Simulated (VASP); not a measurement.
Runs of VASP 6.6.1 on GaN. The structure is that of space group P3m1 (No. 156), or close to it. The cells are those of the table. 

```tsv
level	cell	k mesh	gap on the mesh (eV)	largest force (eV/Å)
PBEsol	a = 3.216, b = 3.216, c = 26.161 Å, angles 90.0, 90.0, 120.0°, 10 atoms	9 × 9 × 1	none	1.92
PBE	a = 3.216, b = 3.216, c = 21.161 Å, angles 90.0, 90.0, 120.0°, 10 atoms	9 × 9 × 1	none	2.02
PBE	a = 3.216, b = 3.216, c = 33.161 Å, angles 90.0, 90.0, 120.0°, 10 atoms	9 × 9 × 1	none	2.02
PBE	a = 3.216, b = 3.216, c = 26.161 Å, angles 90.0, 90.0, 120.0°, 10 atoms	9 × 9 × 1	none	(a)
PBE	a = 3.216, b = 3.216, c = 26.161 Å, angles 90.0, 90.0, 120.0°, 10 atoms	9 × 9 × 3	none	2.02
PBE	a = 3.216, b = 3.216, c = 16.161 Å, angles 90.0, 90.0, 120.0°, 10 atoms	9 × 9 × 1	none	2.07
```

Alike in all rows: task single point; potentials or basis VASP PAW PBE potentials, release 64 (N, Ga_d); no spin polarisation; cutoff (eV) 520; smearing gaussian 0.05 eV.

Problem. Fill in the values left out.

Solution. (a) 0.02.

Caveats: some runs use coarse meshes; the PAW data sets were made with another functional, which shifts forces and pressure a little (some runs).

A k mesh can miss the band edges, and the runs leave out spin-orbit coupling on Ga.

A gap of «none» marks levels without a gap at the run's occupations.
